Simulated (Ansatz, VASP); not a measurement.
AlN: VASP beside Ansatz

Contents of INCAR:

```
SYSTEM = AlN
  PREC = Accurate
  ENCUT = 600
  EDIFF = 1E-6
  ISMEAR = -1
  SIGMA = 0.05
  LREAL = .FALSE.
  LASPH = .TRUE.
  NELM = 120
  ALGO = Normal
  ISIF = 2
  LWAVE = .FALSE.
  LCHARG = .FALSE.
  GGA = LIBXC
  LIBXC1 = GGA_X_B88
  LIBXC2 = GGA_C_PBE
  NBANDS = 11
  GGA_COMPAT = .FALSE.
```

The input KPOINTS:

```
regular mesh
0
G
  10 10 10
  0 0 0
```

POSCAR

```
AlN
1.0
    0.0000000000      2.2268278375      2.2268278375
    2.2268278375      0.0000000000      2.2268278375
    2.2268278375      2.2268278375      0.0000000000
Al N
1 1
Direct
    0.0000000000      0.0000000000      0.0000000000
    0.2500000000      0.2500000000      0.2500000000
```

File input.yaml:

```yaml
crystal:
  lattice:
    - [0.0, 2.2268278375, 2.2268278375]
    - [2.2268278375, 0.0, 2.2268278375]
    - [2.2268278375, 2.2268278375, 0.0]
  atoms:
    - { symbol: Al, position: [0.0, 0.0, 0.0] }
    - { symbol: "N", position: [0.25, 0.25, 0.25] }
hamiltonian:
  xc: { exchange: b88, correlation: pbe }
  pseudopotentials: { kind: paw }
kpoints:
  mp_grid: { grid: [10, 10, 10] }
scf:
  occupations: { method: fermi_dirac, width: 0.05 }
output:
  forces: true
  stress: true
  eigenvalues: true
```

Alike in both runs: task single point; functional b88 exchange, pbe correlation; k mesh 10 × 10 × 10; occupations fermi-dirac, width 0.05 eV; no spin polarisation.

|  | VASP | Ansatz |
| --- | --- | --- |
| version | VASP 6.6.1 | Ansatz 0.2.0 |
| potentials or method | VASP PAW PBE potentials, release 64 (Al, N) | Ansatz PAW |
| plane-wave cutoff (eV) | 600 | 420 |
| valence electrons in the cell | 8 | 8 |

|  | VASP | Ansatz | Ansatz less VASP |
| --- | --- | --- | --- |
| gap on the k mesh at the Fermi level (eV) | 3.30 | 3.31 | +0.006 |
| least direct gap on the mesh (eV) | 3.71 | 3.69 | -0.013 |
| pressure (GPa) | -6.5 | -6.0 | +0.52 |

VASP's potentials were made for PBE, not for b88 exchange, pbe correlation.
